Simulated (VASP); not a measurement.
A run of VASP 6.6.1 is set up as follows.

INCAR

```
SYSTEM = TiAl
ALGO = Normal
EDIFF = 1E-6
ENCUT = 520
GGA = PS
ISIF = 2
ISMEAR = -1
IVDW = 12
LASPH = .TRUE.
LCHARG = .TRUE.
LELF = .TRUE.
LREAL = .FALSE.
LVHAR = .TRUE.
LWAVE = .FALSE.
NBANDS = 14
NELM = 60
PREC = Accurate
SIGMA = 0.05
```

File KPOINTS:

```
k-points
0
G
  11 11 6
  0 0 0
```

Contents of POSCAR:

```
TiAl
1.0
    2.8116843030      0.0000000000      0.0000000000
   -1.4058421515      2.4349900338      0.0000000000
    0.0000000000      0.0000000000      4.5751607900
Ti Al
1 1
Direct
    0.0000000000      0.0000000000      0.0000000000
    0.3333333333      0.6666666667      0.5000000000
```

Potentials or basis: VASP PAW PBE potentials, release 64 (Ti_sv, Al).

The run is started by

```console
$ cat potpaw_PBE.64/Ti_sv/POTCAR potpaw_PBE.64/Al/POTCAR > POTCAR
$ mpirun -np 1 vasp_std > vasp.out
```

(1) What does it give for the pressure?

(2) Predict the dispersion energy per atom.

Answers

(1) -0.8 GPa.

(2) -0.486 eV.

Caveat: three body term missing; the PAW data sets were made with another functional, which shifts forces and pressure a little; pairwise dispersion overbinds metals, which lowers pressure and volume.
